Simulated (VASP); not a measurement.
# Ge (P6_3/mmc) in VASP: a series of runs

The runs below take Ge through single point, with LDA.

Program: VASP 6.6.1. These are calculated values, not measurements. Logs are shortened: lines on timing, memory, paths and dates and some standing lists are left out, and cuts for length are marked.

### 1 The cell of the first run

It takes space group P6_3/mmc (No. 194, hexagonal). Conventional cell: a = 4.024 Å, b = 4.024 Å, c = 6.643 Å, α = 90.00°, β = 90.00°, γ = 120.00°. Within 3.3 Å of Ge (site symmetry 3m) lie 4 Ge at 2.47 to 2.49 Å.

### 2 Single point, LDA

INCAR reads:

```
SYSTEM = Ge
PREC = Accurate ; ENCUT = 520
EDIFF = 1E-6 ; ISMEAR = -1
SIGMA = 0.05 ; LREAL = .FALSE.
LASPH = .TRUE. ; NELM = 60
ALGO = Normal ; ISIF = 2
LWAVE = .FALSE. ; LCHARG = .FALSE.
NBANDS = 36
```

KPOINTS reads:

```
Automatic mesh
0
G
  8 8 4
  0 0 0
```

POSCAR reads:

```
Ge
1.0
    4.0240606931      0.0000000000      0.0000000000
   -2.0120303466      3.4849387866      0.0000000000
    0.0000000000      0.0000000000      6.6430837134
Ge
4
Direct
    0.3333333333      0.6666666667      0.9370987500
    0.6666666667      0.3333333333      0.4370987500
    0.3333333333      0.6666666667      0.5629012500
    0.6666666667      0.3333333333      0.0629012500
```

Potentials or basis: VASP PAW LDA potentials, release 64 (Ge_d).

Run with:

```
$ cat potpaw_LDA.64/Ge_d/POTCAR > POTCAR
$ mpirun -np 1 vasp_std > vasp.out
```

OUTCAR:

```text
SYSTEM = Ge
   PREC = Accurate
   ENCUT = 520
   EDIFF = 1E-6
   ISMEAR = -1
   LREAL = .FALSE.
   LASPH = .TRUE.
   NELM = 60
   ISIF = 2

 ion  position               nearest neighbor table
   1  0.333  0.667  0.937-   4 2.47   4 2.47   4 2.47   3 2.49
   2  0.667  0.333  0.437-   3 2.47   3 2.47   3 2.47   4 2.49
   3  0.333  0.667  0.563-   2 2.47   2 2.47   2 2.47   1 2.49
   4  0.667  0.333  0.063-   1 2.47   1 2.47   1 2.47   2 2.49

  LATTYP: Found a hexagonal cell.
 ALAT       =     4.0240606931
 C/A-ratio  =     1.6508408347

  Lattice vectors:

 A1 = (   4.0240606931,   0.0000000000,   0.0000000000)
 A2 = (  -2.0120303466,   3.4849387866,   0.0000000000)
 A3 = (   0.0000000000,   0.0000000000,   6.6430837134)

Analysis of symmetry for initial positions (statically):
=====================================================================
 Subroutine PRICEL returns:
 Original cell was already a primitive cell.

 Routine SETGRP: Setting up the symmetry group for a
 hexagonal supercell.

 Subroutine GETGRP returns: Found 24 space group operations
 (whereof 12 operations were pure point group operations)
 out of a pool of 24 trial point group operations.

The static configuration has the point symmetry D_3d.
 The point group associated with its full space group is D_6h.

Analysis of symmetry for dynamics (positions and initial velocities):
=====================================================================
 Subroutine PRICEL returns:
 Original cell was already a primitive cell.

 Routine SETGRP: Setting up the symmetry group for a
 hexagonal supercell.

 Subroutine GETGRP returns: Found 24 space group operations
 (whereof 12 operations were pure point group operations)
 out of a pool of 24 trial point group operations.

The dynamic configuration has the point symmetry D_3d.
 The point group associated with its full space group is D_6h.

 Subroutine INISYM returns: Found 24 space group operations
 (whereof 12 operations are pure point group operations),
 and found     1 'primitive' translations

----------------------------------------------------------------------------------------

                                     Primitive cell

  volume of cell :      93.1600

  direct lattice vectors                    reciprocal lattice vectors
     4.024060693  0.000000000  0.000000000     0.248505198  0.143474543  0.000000000
    -2.012030347  3.484938787  0.000000000     0.000000000  0.286949086  0.000000000
     0.000000000  0.000000000  6.643083713     0.000000000  0.000000000  0.150532500

  length of vectors
     4.024060693  4.024060693  6.643083713     0.286949086  0.286949086  0.150532500

  position of ions in fractional coordinates (direct lattice)
     0.333333333  0.666666667  0.937098750
     0.666666667  0.333333333  0.437098750
     0.333333333  0.666666667  0.562901250
     0.666666667  0.333333333  0.062901250

  ion indices of the primitive-cell ions
   primitive index   ion index
                 1           1
                 2           2
                 3           3
                 4           4

----------------------------------------------------------------------------------------

 KPOINTS: Automatic mesh

Automatic generation of k-mesh.
 Grid dimensions read from file:
 generate k-points for:    8    8    4

 Generating k-lattice:

  Cartesian coordinates                     Fractional coordinates (reciprocal lattice)
     0.031063150  0.017934318  0.000000000     0.125000000  0.000000000  0.000000000
     0.000000000  0.035868636  0.000000000     0.000000000  0.125000000  0.000000000
     0.000000000  0.000000000  0.037633125     0.000000000  0.000000000  0.250000000

  Length of vectors
     0.035868636  0.035868636  0.037633125

  Shift w.r.t. Gamma in fractional coordinates (k-lattice)
     0.000000000  0.000000000  0.000000000

 Subroutine IBZKPT returns following result:
 ===========================================

 Found     30 irreducible k-points:

 Following reciprocal coordinates:
            Coordinates               Weight
  0.000000  0.000000  0.000000      1.000000
  0.125000  0.000000  0.000000      6.000000
  0.250000  0.000000  0.000000      6.000000
  0.375000  0.000000  0.000000      6.000000
  0.500000  0.000000  0.000000      3.000000
  0.125000  0.125000  0.000000      6.000000
[... 16 lines left out ...]
  0.250000  0.000000  0.500000      6.000000
  0.375000  0.000000  0.500000      6.000000
 [... further k-points ...]
   k-points           NKPTS =     30   k-points in BZ     NKDIM =     30   number of bands    NBANDS=     36
   number of dos      NEDOS =    301   number of ions     NIONS =      4
   total plane-waves  NPLWV =  45000
   dimension x,y,z NGX =    30 NGY =   30 NGZ =   50
   dimension x,y,z NGXF=    60 NGYF=   60 NGZF=  100
   ions per type =               4
   NGX,Y,Z   is equivalent  to a cutoff of  12.39, 12.39, 12.51 a.u.
   NGXF,Y,Z  is equivalent  to a cutoff of  24.79, 24.79, 25.03 a.u.
 SYSTEM =  Ge
   PREC   = accura    normal or accurate (medium, high low for compatibility)
   ISTART =      0    job   : 0-new  1-cont  2-samecut
   ICHARG =      2    charge: 1-file 2-atom 10-const
   ISPIN  =      1    spin polarized calculation?
   LNONCOLLINEAR =      F non collinear calculations
   LSORBIT =      F    spin-orbit coupling
   LASPH  =      T    aspherical Exc in radial PAW
   ENCUT  =  520.0 eV  38.22 Ry    6.18 a.u.   7.48  7.48 12.35*2*pi/ulx,y,z
   NELM   =     60;   NELMIN=  2; NELMDL= -5     # of ELM steps
   EDIFF  = 0.1E-05   stopping-criterion for ELM
   LREAL  =      F    real-space projection
   EDIFFG = 0.1E-04   stopping-criterion for IOM
   NSW    =      0    number of steps for IOM
   IBRION =     -1    ionic relax: 0-MD 1-quasi-New 2-CG
   NFREE  =      0    steps in history (QN), initial steepest desc. (CG)
   ISIF   =      2    stress and relaxation
   ISYM   =      2    0-nonsym 1-usesym 2-fastsym
   POTIM  = 0.5000    time-step for ionic-motion
   TEBEG  =    0.0;   TEEND  =   0.0 temperature during run
   PSTRESS=    0.0 pullay stress
   NELECT =      56.0000    total number of electrons
   NUPDOWN=      -1.0000    fix difference up-down
   EMIN   =  10.00;   EMAX   =-10.00  energy-range for DOS
   EFERMI =   0.00;   METHOD = LEGACY
   ISMEAR =    -1;   SIGMA  =   0.05  broadening in eV -4-tet -1-fermi 0-gaus
   EFERMI_NEDOS =   21; number of points for ismear=-14 and -15
   IALGO  =     38    algorithm
   IMIX   =      4    mixing-type and parameters
     AMIX     =   0.40;   BMIX     =  1.00
     AMIX_MAG =   1.60;   BMIX_MAG =  1.00
  volume/ion in A,a.u.               =      23.29       157.17
  Fermi-wavevector in a.u.,A,eV,Ry     =   1.381638  2.610918 25.972494  1.908924
  Thomas-Fermi vector in A             =   2.506404
   LORBIT       =      0    0 simple, 1 ext, 2 COOP (PROOUT), +10 PAW based schemes
   GGA     = CA    functional components
   LHFCALC =     F    Hartree Fock is set to
   AEXX    =    0.0000 exact exchange contribution
   IVDW    =     0    specifies the selected vdW correction
   LEPSILON=     F    determine dielectric tensor
   LRPA    =     F    only Hartree local field effects (RPA)
 non-spin polarized calculation
  energy-cutoff  :      520.00
  volume of cell :       93.16
 maximum number of plane-waves:      2539
 NGX is ok and might be reduce to    30
   NGX = 15   NGY = 15   NGZ = 25

 number of electron      56.0000030 magnetization

 Free energy of the ion-electron system (eV)
  ---------------------------------------------------
  ext. energy  EPLUGINS =         0.00000000
  ---------------------------------------------------
  free energy    TOTEN  =       -20.67025835 eV

  energy without entropy =      -20.66861326  energy(sigma->0) =      -20.66943581

 E-fermi :   4.4266     XC(G=0): -10.1512

 val. band max:        4.3461487263   @ k =   0.0000   0.0000   0.0000
 cond. band min:       4.4607281268   @ k =   0.0000   0.0000   0.2500
 fundamental gap:      0.1145794006
 Fermi energy:         4.4265940670

 k-point     1 :       0.0000    0.0000    0.0000
  band No.  band energies     occupation
      1     -20.4864      2.00000
      2     -20.4864      2.00000
      3     -20.4505      2.00000
      4     -20.4505      2.00000
      5     -20.4501      2.00000
      6     -20.4375      2.00000
[... 28 lines left out ...]
     35       8.9903      0.00000
     36      10.3848      0.00000

 k-point     2 :       0.1250    0.0000    0.0000
  band No.  band energies     occupation
      1     -20.4947      2.00000
      2     -20.4892      2.00000
      3     -20.4584      2.00000
      4     -20.4553      2.00000
      5     -20.4502      2.00000
      6     -20.4274      2.00000
[... 28 lines left out ...]
     35       9.6358      0.00000
     36      10.6485      0.00000

 k-point     3 :       0.2500    0.0000    0.0000
  band No.  band energies     occupation
      1     -20.5035      2.00000
      2     -20.4934      2.00000
      3     -20.4714      2.00000
      4     -20.4635      2.00000
      5     -20.4458      2.00000
      6     -20.4165      2.00000
[... 28 lines left out ...]
     35      10.6630      0.00000
     36      11.1368      0.00000

 k-point     4 :       0.3750    0.0000    0.0000
  band No.  band energies     occupation
      1     -20.5038      2.00000
      2     -20.4952      2.00000
      3     -20.4837      2.00000
      4     -20.4690      2.00000
      5     -20.4348      2.00000
      6     -20.4105      2.00000
[... 28 lines left out ...]
     35      11.4422      0.00000
     36      11.9711      0.00000

 k-point     5 :       0.5000    0.0000    0.0000
  band No.  band energies     occupation
      1     -20.4996      2.00000
      2     -20.4955      2.00000
      3     -20.4916      2.00000
      4     -20.4707      2.00000
      5     -20.4265      2.00000
      6     -20.4089      2.00000
[... 655 lines left out ...]
 k-point    22 :       0.1250    0.0000    0.5000
  band No.  band energies     occupation
      1     -20.4764      2.00000
      2     -20.4764      2.00000
      3     -20.4751      2.00000
      4     -20.4751      2.00000
      5     -20.4404      2.00000
      6     -20.4404      2.00000
[... 28 lines left out ...]
     35       9.6365      0.00000
     36       9.6365      0.00000

 k-point    23 :       0.2500    0.0000    0.5000
  band No.  band energies     occupation
      1     -20.4811      2.00000
      2     -20.4811      2.00000
      3     -20.4803      2.00000
      4     -20.4803      2.00000
      5     -20.4373      2.00000
      6     -20.4373      2.00000
[... 28 lines left out ...]
     35      10.0139      0.00000
     36      10.0139      0.00000

 k-point    24 :       0.3750    0.0000    0.5000
  band No.  band energies     occupation
      1     -20.4834      2.00000
      2     -20.4834      2.00000
      3     -20.4811      2.00000
      4     -20.4811      2.00000
      5     -20.4322      2.00000
      6     -20.4322      2.00000
[... 28 lines left out ...]
     35      11.7301      0.00000
     36      11.7301      0.00000

 [... further k-points ...]
[... 5 lines left out ...]
  --------------------------------------------------------------------------------------
  -------------------------------------------------------------------------------------
  Total       -1.6658198     -1.6658198     -1.8423774      0.0000000      0.0000000      0.0000000
  in kB      -28.6489821    -28.6489821    -31.6854426      0.0000000      0.0000000      0.0000000
  external PRESSURE =     -29.6611356 kB  Pullay stress =       0.0000000 kB

 VOLUME and BASIS-vectors are now :
 -----------------------------------------------------------------------------
  energy-cutoff  :      520.00
  volume of cell :       93.16
      direct lattice vectors                 reciprocal lattice vectors
     4.024060693  0.000000000  0.000000000     0.248505198  0.143474543  0.000000000
    -2.012030347  3.484938787  0.000000000     0.000000000  0.286949086  0.000000000
     0.000000000  0.000000000  6.643083713     0.000000000  0.000000000  0.150532500

 POSITION                                       TOTAL-FORCE (eV/Angst)
 -----------------------------------------------------------------------------------
     -0.00000      2.32329      6.22523        -0.000000      0.000000      0.009020
      2.01203      1.16165      2.90368         0.000000     -0.000000      0.009020
     -0.00000      2.32329      3.73940        -0.000000      0.000000     -0.009020
      2.01203      1.16165      0.41786         0.000000     -0.000000     -0.009020
 -----------------------------------------------------------------------------------
    total drift:                               -0.000000      0.000000     -0.000000

  FREE ENERGIE OF THE ION-ELECTRON SYSTEM (eV)
  ---------------------------------------------------
  free  energy   TOTEN  =       -20.6702583470 eV

  energy  without entropy=      -20.6686132647  energy(sigma->0) =      -20.66943581
```

Wall time 87 s (1 thread of Intel Xeon Platinum 8488C (Sapphire Rapids), shared host); peak memory 0.2 GiB.

Results:

- Free energy: -20.6703 eV
- Pressure: -3.0 GPa
- Largest force: 0.009 eV/Å
- Band gap on the k mesh: 0.11 eV, indirect (least direct gap 0.19 eV)

Forces on the atoms (eV/Å):
```
Ge   0.000  0.000  0.009
Ge   0.000  0.000  0.009
Ge   0.000  0.000 -0.009
Ge   0.000  0.000 -0.009
```

Stress tensor (GPa, compression positive):
```
-2.86  0.00  0.00
 0.00 -2.86  0.00
 0.00  0.00 -3.17
```

Levels at points of the mesh, in eV from the valence-band top:
```tsv
k point	band 26	band 27	band 28	band 29	band 30	band 31
(0.00, 0.00, 0.00)	-0.20	-0.08	0.00	0.27	0.27	2.39
(0.50, 0.00, 0.00)	-2.84	-2.60	-1.26	0.63	1.65	3.64
(0.00, 0.00, 0.50)	-0.68	-0.68	-0.68	0.68	0.68	3.48
(0.50, 0.00, 0.50)	-2.35	-2.20	-2.20	0.58	0.58	2.24
```

### 3 Single point, LDA

This run uses another cell than the first one, of 23.75 Å³/atom, 1.020 times its volume.

INCAR reads:

```
PREC = Accurate
ENCUT = 520
EDIFF = 1E-6
ISMEAR = -1
SIGMA = 0.05
LREAL = False
LASPH = True
NELM = 80
ALGO = Normal
ISIF = 2
LWAVE = False
LCHARG = True
GGA = CA
LELF = True
LVHAR = True
NBANDS = 36
```

KPOINTS reads:

```
regular mesh
0
Gamma
  8 8 4
```

POSCAR reads:

```
Ge
1.0
    4.0501916895      0.0000000000      0.0000000000
   -2.0250958448      3.5075688934      0.0000000000
    0.0000000000      0.0000000000      6.6862218294
Ge
4
Direct
    0.3333333333      0.6666666667      0.9370987500
    0.6666666667      0.3333333333      0.4370987500
    0.3333333333      0.6666666667      0.5629012500
    0.6666666667      0.3333333333      0.0629012500
```

Potentials or basis: VASP PAW LDA potentials, release 64 (Ge_d).

Run with:

```
$ cat potpaw_LDA.64/Ge_d/POTCAR > POTCAR
$ mpirun -np 1 vasp_std > vasp.out
```

It took 82 s on 1 thread of Intel Xeon Platinum 8488C (Sapphire Rapids), shared host; peak memory 0.21 GiB.

It converged, with:

```yaml
Free_energy: -20.6302 eV
Pressure: -4.0 GPa
Largest_force: 0.019 eV/Å
```

Forces in eV/Å, atoms in the order of the input:
```
Ge   0.000  0.000  0.019
Ge   0.000  0.000  0.019
Ge   0.000  0.000 -0.019
Ge   0.000  0.000 -0.019
```

Stress tensor (GPa, compression positive):
```
-3.91  0.00  0.00
 0.00 -3.91  0.00
 0.00  0.00 -4.25
```

Levels at points of the mesh, in eV from the Fermi level:
```tsv
k point	band 24	band 25	band 26	band 27	band 28	band 29	band 30	band 31	band 32	band 33
(0.00, 0.00, 0.00)	-1.32	-1.32	-0.44	-0.19	-0.06	0.20	0.20	2.33	2.33	2.77
(0.50, 0.00, 0.00)	-6.61	-4.30	-2.84	-2.59	-1.29	0.58	1.53	3.57	3.75	4.29
(0.00, 0.00, 0.50)	-4.72	-0.72	-0.72	-0.72	-0.72	0.55	0.55	3.40	3.40	3.40
(0.50, 0.00, 0.50)	-7.66	-2.37	-2.37	-2.21	-2.21	0.50	0.50	2.19	2.19	6.04
```

### 4 Single point, LDA

This run uses another cell than the first one, of 24.20 Å³/atom, 1.039 times its volume.

INCAR reads:

```
ALGO     = Normal         # electronic algorithm
EDIFF    = 1E-6           # SCF threshold, eV
ENCUT    = 520            # plane-wave cutoff, eV
GGA      = CA             # functional
ISIF     = 2              # what is computed and relaxed
ISMEAR   = -1             # smearing method
LASPH    = T              # aspherical terms in the spheres
LCHARG   = F              # write CHGCAR
LREAL    = F              # projectors in reciprocal space
LWAVE    = F              # write WAVECAR
NBANDS   = 36             # bands
NELM     = 60             # most SCF steps
PREC     = Accurate       # precision mode
SIGMA    = 0.05           # smearing width, eV
```

KPOINTS reads:

```
k-points
0
Gamma
  8 8 4
```

POSCAR reads:

```
Ge
1.0
    4.0759897844      0.0000000000      0.0000000000
   -2.0379948922      3.5299106989      0.0000000000
    0.0000000000      0.0000000000      6.7288103778
Ge
4
Direct
    0.3333333333      0.6666666667      0.9370987500
    0.6666666667      0.3333333333      0.4370987500
    0.3333333333      0.6666666667      0.5629012500
    0.6666666667      0.3333333333      0.0629012500
```

Run with:

```
$ cat potpaw_LDA.64/Ge_d/POTCAR > POTCAR
$ mpirun -np 1 vasp_std > vasp.out
```

Wall time 74 s (1 thread of Intel Xeon Platinum 8488C (Sapphire Rapids), shared host); peak memory 0.21 GiB.

Results (log left out):

- Free energy: -20.5786 eV
- Pressure: -5.0 GPa
- Largest force: 0.028 eV/Å

Forces in eV/Å, atoms in the order of the input:
```
Ge   0.000  0.000  0.028
Ge   0.000  0.000  0.028
Ge   0.000  0.000 -0.028
Ge   0.000  0.000 -0.028
```

Stress tensor (GPa, compression positive):
```
-4.84  0.00  0.00
 0.00 -4.84  0.00
 0.00  0.00 -5.23
```

Levels at points of the mesh, in eV from the Fermi level:
```tsv
k point	band 25	band 26	band 27	band 28	band 29	band 30	band 31	band 32
(0.00, 0.00, 0.00)	-1.28	-0.60	-0.23	-0.04	0.21	0.21	2.34	2.34
(0.50, 0.00, 0.00)	-4.20	-2.76	-2.51	-1.25	0.61	1.48	3.58	3.75
(0.00, 0.00, 0.50)	-0.69	-0.69	-0.69	-0.69	0.51	0.51	3.39	3.39
(0.50, 0.00, 0.50)	-2.31	-2.31	-2.15	-2.15	0.50	0.50	2.21	2.21
```

### 5 The runs side by side

| cell | pressure (GPa) | largest force (eV/Å) |
| --- | --- | --- |
| a = 4.024, b = 4.024, c = 6.643 Å, angles 90.0, 90.0, 120.0°, 4 atoms | -3.0 | 0.01 |
| a = 4.050, b = 4.050, c = 6.686 Å, angles 90.0, 90.0, 120.0°, 4 atoms | -4.0 | 0.02 |
| a = 4.076, b = 4.076, c = 6.729 Å, angles 90.0, 90.0, 120.0°, 4 atoms | -5.0 | 0.03 |

Alike in all rows: task single point; level LDA; potentials or basis VASP PAW LDA potentials, release 64 (Ge_d); no spin polarisation; k mesh 8 × 8 × 4; cutoff (eV) 520; smearing fermi-dirac 0.05 eV.

Total energies depend on the potentials used, so only differences within one code and one set of settings carry meaning.
